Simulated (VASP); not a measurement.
Crystal: Li2WN2.

```
Li W N
1.0
    -1.83873    1.83873    4.30065
     1.83873   -1.83873    4.30065
     1.83873    1.83873   -4.30065
Li W N
2 1 2
Direct
  0.37260 0.37260 0.00000
  0.62740 0.62740 0.00000
  0.00000 0.00000 0.00000
  0.75000 0.25000 0.50000
  0.25000 0.75000 0.50000
```

The cell was generated, and may not be a known phase.

Base run:

| Quantity | Value |
| --- | --- |
| Program | VASP 6.6.1 |
| Functional | PBE |
| Potentials or basis | VASP PAW PBE potentials, release 64 (Li_sv, W_sv, N) |
| Cutoff | 520 eV |
| k mesh | 6 × 6 × 6 |
| Occupations | gaussian, width 0.1 eV |
| Spin | no spin polarisation |

Its results: largest force 1.664 eV/Å.

**Question.** The run is repeated on the same cell with these changes: spin from no spin polarisation to collinear spin; further incar settings from ALGO = Normal; EDIFF = 1e-06; NBANDS = 23 to ALGO = Normal; EDIFF = 1e-06; NBANDS = 27. What comes out?

**Answer.** Net moment 0.64 μB per cell; site moments Li -0.00; W +0.57; N -0.03 μB; largest force 1.689 eV/Å.

Caveats: forces of over 1 eV/Å act on the atoms, so gaps and moduli don't describe the material at rest; a moment this small can come from the mesh or the smearing (at least some runs).
